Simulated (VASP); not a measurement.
# TaN (P6_3mc) in VASP: notebook, part 2 of 2

VASP 6.6.1.

**4. Single point, PBE (12.60 Å³/atom)**

INCAR

```
ALGO     = Normal         # electronic algorithm
EDIFF    = 1E-6           # SCF threshold, eV
ENCUT    = 520            # plane-wave cutoff, eV
GGA      = PE             # functional
ISIF     = 2              # what is computed and relaxed
ISMEAR   = 0              # smearing method
LASPH    = True           # aspherical terms in the spheres
LCHARG   = False          # write CHGCAR
LREAL    = False          # projectors in reciprocal space
LWAVE    = False          # write WAVECAR
NBANDS   = 24             # bands
NELM     = 100            # most SCF steps
PREC     = Accurate       # precision mode
SIGMA    = 0.15           # smearing width, eV
```

KPOINTS

```
k-points
0
Gamma
  18 18 8
```

POSCAR

```
TaN
1.0
    3.1937605139      0.0000000000      0.0000000000
   -1.5968802570      2.7658777386      0.0000000000
    0.0000000000      0.0000000000      5.7059725341
Ta N
2 2
Direct
    0.3333333333      0.6666666667      0.0304880884
    0.6666666667      0.3333333333      0.5304880884
    0.3333333333      0.6666666667      0.3545119116
    0.6666666667      0.3333333333      0.8545119116
```

Potentials or basis: VASP PAW PBE potentials, release 64 (Ta_pv, N).

Launch:

```sh
> cat potpaw_PBE.64/Ta_pv/POTCAR potpaw_PBE.64/N/POTCAR > POTCAR
> mpirun -np 1 vasp_std > vasp.out
```

OUTCAR:

```text
EDIFF = 1E-6
   ENCUT = 520
   GGA = PE
   ISIF = 2
   ISMEAR = 0
   LASPH = True
   LREAL = False
   NELM = 100
   PREC = Accurate

 ion  position               nearest neighbor table
   1  0.333  0.667  0.030-   3 1.85   4 2.10   4 2.10   4 2.10   2 3.40   2 3.40   2 3.40   2 3.40
                             2 3.40   2 3.40
   2  0.667  0.333  0.530-   4 1.85   3 2.10   3 2.10   3 2.10   1 3.40   1 3.40   1 3.40   1 3.40
                             1 3.40   1 3.40
   3  0.333  0.667  0.355-   1 1.85   2 2.10   2 2.10   2 2.10
   4  0.667  0.333  0.855-   2 1.85   1 2.10   1 2.10   1 2.10

  LATTYP: Found a hexagonal cell.
 ALAT       =     3.1937605139
 C/A-ratio  =     1.7866000000

  Lattice vectors:

 A1 = (   3.1937605139,   0.0000000000,   0.0000000000)
 A2 = (  -1.5968802570,   2.7658777386,   0.0000000000)
 A3 = (   0.0000000000,   0.0000000000,   5.7059725341)

Analysis of symmetry for initial positions (statically):
=====================================================================
 Subroutine PRICEL returns:
 Original cell was already a primitive cell.

 Routine SETGRP: Setting up the symmetry group for a
 hexagonal supercell.

 Subroutine GETGRP returns: Found 12 space group operations
 (whereof  6 operations were pure point group operations)
 out of a pool of 24 trial point group operations.

The static configuration has the point symmetry C_3v.
 The point group associated with its full space group is C_6v.

Analysis of symmetry for dynamics (positions and initial velocities):
=====================================================================
 Subroutine PRICEL returns:
 Original cell was already a primitive cell.

 Routine SETGRP: Setting up the symmetry group for a
 hexagonal supercell.

 Subroutine GETGRP returns: Found 12 space group operations
 (whereof  6 operations were pure point group operations)
 out of a pool of 24 trial point group operations.

[... 117 lines left out ...]
   NUPDOWN=      -1.0000    fix difference up-down
   EMIN   =  10.00;   EMAX   =-10.00  energy-range for DOS
   EFERMI =   0.00;   METHOD = LEGACY
   ISMEAR =     0;   SIGMA  =   0.15  broadening in eV -4-tet -1-fermi 0-gaus
   EFERMI_NEDOS =   21; number of points for ismear=-14 and -15
   IALGO  =     38    algorithm
   IMIX   =      4    mixing-type and parameters
     AMIX     =   0.40;   BMIX     =  1.00
     AMIX_MAG =   1.60;   BMIX_MAG =  1.00
  volume/ion in A,a.u.               =      12.60        85.04
  Fermi-wavevector in a.u.,A,eV,Ry     =   1.407029  2.658900 26.935883  1.979732
  Thomas-Fermi vector in A             =   2.529330
   LORBIT       =      0    0 simple, 1 ext, 2 COOP (PROOUT), +10 PAW based schemes
   GGA     = PE    functional components
   LHFCALC =     F    Hartree Fock is set to
   AEXX    =    0.0000 exact exchange contribution
   IVDW    =     0    specifies the selected vdW correction
   LEPSILON=     F    determine dielectric tensor
   LRPA    =     F    only Hartree local field effects (RPA)
 non-spin polarized calculation
 Gauss-broadening in eV      SIGMA  =   0.15
  energy-cutoff  :      520.00
  volume of cell :       50.40
 maximum number of plane-waves:      1380
 NGX is ok and might be reduce to    24
   NGX = 11   NGY = 11   NGZ = 21

 number of electron      32.0000005 magnetization

 Free energy of the ion-electron system (eV)
  ---------------------------------------------------
  ext. energy  EPLUGINS =         0.00000000
  ---------------------------------------------------
  free energy    TOTEN  =       -42.87707828 eV

  energy without entropy =      -42.86813526  energy(sigma->0) =      -42.87260677

 E-fermi :   6.8981     XC(G=0): -12.2932

 val. band max:        6.8971922401   @ k =   0.3333   0.2778   0.1250
 cond. band min:       6.9014202315   @ k =   0.1111   0.0556   0.5000
 fundamental gap:      0.0042279914
 Fermi energy:         6.8980897077

 k-point     1 :       0.0000    0.0000    0.0000
  band No.  band energies     occupation
      1     -28.8604      2.00000
      2     -28.3498      2.00000
      3     -28.0877      2.00000
      4     -28.0877      2.00000
      5     -28.0335      2.00000
      6     -28.0335      2.00000
[... 637 lines left out ...]
     23      12.5015      0.00000
     24      13.1940      0.00000

 [... further k-points ...]
[... 5 lines left out ...]
  --------------------------------------------------------------------------------------
  -------------------------------------------------------------------------------------
  Total        1.4531448      1.4531448     15.9702775     -0.0000000     -0.0000000      0.0000000
  in kB       46.1906934     46.1906934    507.6425797     -0.0000000     -0.0000000      0.0000000
  external PRESSURE =     200.0079889 kB  Pullay stress =       0.0000000 kB

 VOLUME and BASIS-vectors are now :
 -----------------------------------------------------------------------------
  energy-cutoff  :      520.00
  volume of cell :       50.40
      direct lattice vectors                 reciprocal lattice vectors
     3.193760514  0.000000000  0.000000000     0.313110515  0.180774440  0.000000000
    -1.596880257  2.765877739  0.000000000     0.000000000  0.361548881  0.000000000
     0.000000000  0.000000000  5.705972534     0.000000000  0.000000000  0.175254962

 POSITION                                       TOTAL-FORCE (eV/Angst)
 -----------------------------------------------------------------------------------
     -0.00000      1.84392      0.17396        -0.000000     -0.000000     -2.526293
      1.59688      0.92196      3.02695         0.000000      0.000000     -2.526293
     -0.00000      1.84392      2.02284         0.000000     -0.000000      2.526293
      1.59688      0.92196      4.87582        -0.000000      0.000000      2.526293
 -----------------------------------------------------------------------------------
    total drift:                               -0.000000      0.000000      0.004036

  FREE ENERGIE OF THE ION-ELECTRON SYSTEM (eV)
  ---------------------------------------------------
  free  energy   TOTEN  =       -42.8770782767 eV

  energy  without entropy=      -42.8681352611  energy(sigma->0) =      -42.87260677
```

OSZICAR:

```text
N       E                     dE             d eps       ncg     rms          rms(c)
DAV:   1     0.273109637741E+03    0.27311E+03   -0.17555E+04  8880   0.138E+03
DAV:   2    -0.356905950169E+02   -0.30880E+03   -0.29440E+03 10664   0.402E+02
DAV:   3    -0.497272464234E+02   -0.14037E+02   -0.13849E+02 11240   0.842E+01
DAV:   4    -0.498962518802E+02   -0.16901E+00   -0.16883E+00 10032   0.983E+00
DAV:   5    -0.498987132978E+02   -0.24614E-02   -0.24602E-02 11640   0.100E+00    0.385E+01
DAV:   6    -0.431395232020E+02    0.67592E+01   -0.29748E+01 10400   0.368E+01    0.149E+01
DAV:   7    -0.429263760045E+02    0.21315E+00   -0.15130E+00  9856   0.876E+00    0.100E+01
DAV:   8    -0.428854848623E+02    0.40891E-01   -0.18185E-01 11216   0.331E+00    0.147E+00
DAV:   9    -0.428770485970E+02    0.84363E-02   -0.27517E-02 10800   0.100E+00    0.250E-01
DAV:  10    -0.428770637950E+02   -0.15198E-04   -0.14058E-03 10736   0.324E-01    0.433E-02
DAV:  11    -0.428770783229E+02   -0.14528E-04   -0.68634E-05 11104   0.609E-02    0.143E-02
DAV:  12    -0.428770782767E+02    0.46226E-07   -0.76414E-06 10848   0.211E-02
   1 F= -.42877078E+02 E0= -.42872607E+02  d E =-.894302E-02
```

Run time: 3 min. Hardware: 1 thread of Intel Xeon 8259CL, shared host; peak memory 0.31 GiB.

Results:

```yaml
Free_energy: -42.8771 eV
Pressure: 20.0 GPa
Largest_force: 2.526 eV/Å
Band_gap_on_the_k_mesh: zero (bands 16 and 17 overlap by 0.75 eV)
```

Forces in eV/Å, atoms in the order of the input:
```
Ta   0.000  0.000 -2.526
Ta   0.000  0.000 -2.526
N    0.000  0.000  2.526
N    0.000  0.000  2.526
```

Caveat: the cell stands under pressure; spin-orbit coupling is left out, which moves the levels of the heavy elements; forces of over 1 eV/Å act on the atoms, so gaps and moduli don't describe the material at rest.

**5. Single point, PBE (13.13 Å³/atom)**

This run uses another cell than the first one, of 13.13 Å³/atom.

INCAR

```
SYSTEM = TaN
ALGO = Normal ; EDIFF = 1E-7
ENCUT = 520 ; GGA = PE
ISIF = 2 ; ISMEAR = 0
LASPH = .True. ; LCHARG = .False.
LREAL = .False. ; LWAVE = .False.
NBANDS = 24 ; NELM = 80
PREC = Accurate ; SIGMA = 0.15
```

KPOINTS

```
k-points
0
Gamma
  18 18 8
  0 0 0
```

POSCAR

```
TaN
1.0
    3.2812228663      0.0000000000      0.0000000000
   -1.6406114332      2.8416223577      0.0000000000
    0.0000000000      0.0000000000      5.6312346832
Ta N
2 2
Direct
    0.3333333333      0.6666666667      0.0304880884
    0.6666666667      0.3333333333      0.5304880884
    0.3333333333      0.6666666667      0.3545119116
    0.6666666667      0.3333333333      0.8545119116
```

Launch:

```sh
> cat potpaw_PBE.64/Ta_pv/POTCAR potpaw_PBE.64/N/POTCAR > POTCAR
> mpirun -np 1 vasp_std > vasp.out
```

Wall time 3.8 min (1 thread of Intel Xeon 8259CL, shared host); peak memory 0.31 GiB.

It converged, with:

| Quantity | Value |
| --- | --- |
| Free energy | -42.6416 eV |
| Pressure | 12.7 GPa |
| Largest force | 3.569 eV/Å |
| Band gap on the k mesh | zero (bands 16 and 17 overlap by 0.84 eV) |

Forces on the atoms (eV/Å):
```
Ta   0.000  0.000 -3.569
Ta   0.000  0.000 -3.569
N    0.000  0.000  3.569
N    0.000  0.000  3.569
```

Stress tensor (GPa, compression positive):
```
-6.54  0.00  0.00
 0.00 -6.54  0.00
 0.00  0.00 51.09
```

Levels at points of the mesh, in eV from the Fermi level:
```tsv
k point	band 14	band 15	band 16	band 17	band 18	band 19
(0.00, 0.00, 0.00)	-4.83	-1.09	-0.66	-0.26	-0.26	1.87
(0.50, 0.00, 0.00)	-3.90	-2.29	-0.29	1.67	2.11	2.56
(0.00, 0.00, 0.50)	-5.53	0.56	0.56	0.93	0.93	0.93
(0.50, 0.00, 0.50)	-5.26	-0.47	-0.47	1.90	1.90	2.81
```

Caveat: the cell stands under pressure; spin-orbit coupling is left out, which moves the levels of the heavy elements; forces of over 1 eV/Å act on the atoms, so gaps and moduli don't describe the material at rest.

**6. Single point, PBE (13.13 Å³/atom)**

This run uses another cell than the first one, of 13.13 Å³/atom.

INCAR

```
PREC = Accurate
ENCUT = 520
EDIFF = 1E-6
ISMEAR = 0
SIGMA = 0.15
LREAL = False
LASPH = True
NELM = 60
ALGO = Normal
ISIF = 2
LWAVE = False
LCHARG = True
GGA = PE
LELF = True
LVHAR = True
NBANDS = 24
```

KPOINTS

```
regular mesh
0
Gamma
  18 18 8
```

POSCAR

```
TaN
1.0
    3.1944431516      0.0000000000      0.0000000000
   -1.5972215758      2.7664689202      0.0000000000
    0.0000000000      0.0000000000      5.9413448177
Ta N
2 2
Direct
    0.3333333333      0.6666666667      0.0304880884
    0.6666666667      0.3333333333      0.5304880884
    0.3333333333      0.6666666667      0.3545119116
    0.6666666667      0.3333333333      0.8545119116
```

Potentials or basis: VASP PAW PBE potentials, release 64 (Ta_pv, N).

Launch:

```sh
> cat potpaw_PBE.64/Ta_pv/POTCAR potpaw_PBE.64/N/POTCAR > POTCAR
> mpirun -np 1 vasp_std > vasp.out
```

It took 3.3 min on 1 thread of Intel Xeon 8259CL, shared host; peak memory 0.32 GiB.

It converged, with:

| Quantity | Value |
| --- | --- |
| Free energy | -43.2993 eV |
| Pressure | 3.6 GPa |
| Largest force | 0.938 eV/Å |
| Band gap on the k mesh | zero (bands 16 and 17 overlap by 0.52 eV) |

Forces on the atoms (eV/Å):
```
Ta   0.000  0.000 -0.938
Ta   0.000  0.000 -0.938
N    0.000  0.000  0.938
N    0.000  0.000  0.938
```

Stress tensor (GPa, compression positive):
```
-2.43  0.00  0.00
 0.00 -2.43  0.00
 0.00  0.00 15.74
```

Levels at points of the mesh, in eV from the Fermi level:
```tsv
k point	band 12	band 13	band 14	band 15	band 16	band 17	band 18	band 19	band 20	band 21
(0.00, 0.00, 0.00)	-5.59	-4.63	-4.63	-0.83	-0.79	-0.02	-0.02	2.09	2.09	2.78
(0.50, 0.00, 0.00)	-5.81	-4.83	-3.76	-2.30	-0.47	1.35	2.14	2.55	3.13	3.64
(0.00, 0.00, 0.50)	-5.17	-5.17	-5.17	0.32	0.32	0.91	0.91	0.91	0.91	4.60
(0.50, 0.00, 0.50)	-5.49	-4.95	-4.95	-0.80	-0.80	1.60	1.60	3.07	3.07	4.44
```

Caveat: the cell stands under pressure; spin-orbit coupling is left out, which moves the levels of the heavy elements.

**7. Summary**

| cell | gap on the mesh (eV) | pressure (GPa) | largest force (eV/Å) |
| --- | --- | --- | --- |
| a = 3.027, b = 3.027, c = 6.351 Å, angles 90.0, 90.0, 120.0°, 4 atoms | none | 8.5 | 1.39 |
| a = 3.109, b = 3.109, c = 6.020 Å, angles 90.0, 90.0, 120.0°, 4 atoms | none | 12.2 | 0.08 |
| a = 3.194, b = 3.194, c = 5.706 Å, angles 90.0, 90.0, 120.0°, 4 atoms | none | 20.0 | 2.53 |
| a = 3.281, b = 3.281, c = 5.631 Å, angles 90.0, 90.0, 120.0°, 4 atoms | none | 12.7 | 3.57 |
| a = 3.194, b = 3.194, c = 5.941 Å, angles 90.0, 90.0, 120.0°, 4 atoms | none | 3.6 | 0.94 |

Alike in all rows: task single point; level PBE; potentials or basis VASP PAW PBE potentials, release 64 (Ta_pv, N); no spin polarisation; k mesh 18 × 18 × 8; cutoff (eV) 520; smearing gaussian 0.15 eV.

Caveats: the cell stands under pressure; spin-orbit coupling is left out, which moves the levels of the heavy elements; forces of over 1 eV/Å act on the atoms, so gaps and moduli don't describe the material at rest (at least some runs).

Absolute energies hang on the potentials; compare differences alone.
